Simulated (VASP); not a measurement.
The system is Ni.

```
CELL_PARAMETERS angstrom
0.00000 1.78100 1.78100
1.78100 0.00000 1.78100
1.78100 1.78100 0.00000
ATOMIC_POSITIONS crystal
Ni 0.00000 0.00000 0.00000
```

Base run:

```yaml
Program: VASP 6.6.1
Functional: LDA
Potentials_or_basis: VASP PAW LDA potentials, release 64 (Ni)
Cutoff: 520 eV
k_mesh: 15 × 15 × 15
Occupations: gaussian, width 0.05 eV
Spin: collinear spin, ferromagnetic start
Starting_moments: "[1.94] μB"
Fixed_moment: 1.94 μB
Hubbard_terms: Ni d U = 4.2 eV
```

Its results: pressure -8.1 GPa; net moment 1.94 μB per cell; site moments Ni +1.83 μB.

After a change of settings the same cell gave: pressure -28.7 GPa; net moment 0.66 μB per cell; site moments Ni +0.69 μB. Which change was it?
A. fixed moment from 1.94 μB to 1.21 μB; moments at the start from [1.94] to [1.21]
B. fixed moment from 1.94 μB to 0.49 μB; moments at the start from [1.94] to [0.49]
C. potentials or basis from VASP PAW LDA potentials, release 64 (Ni) to VASP PAW LDA potentials, release 64 (Ni_sv_GW); cutoff from 520 eV to 590 eV; further incar settings from ALGO = Normal; EDIFF = 1e-06; NBANDS = 15 to ALGO = Normal; EDIFF = 1e-06; NBANDS = 19; valence electrons from 10 to 18
D. fixed moment from 1.94 μB to none; moments at the start from [1.94] to [0.2]

D.

Caveats: the U is typed as a test and isn't derived for this compound; the total moment is fixed, so each spin has its own Fermi level (some runs).
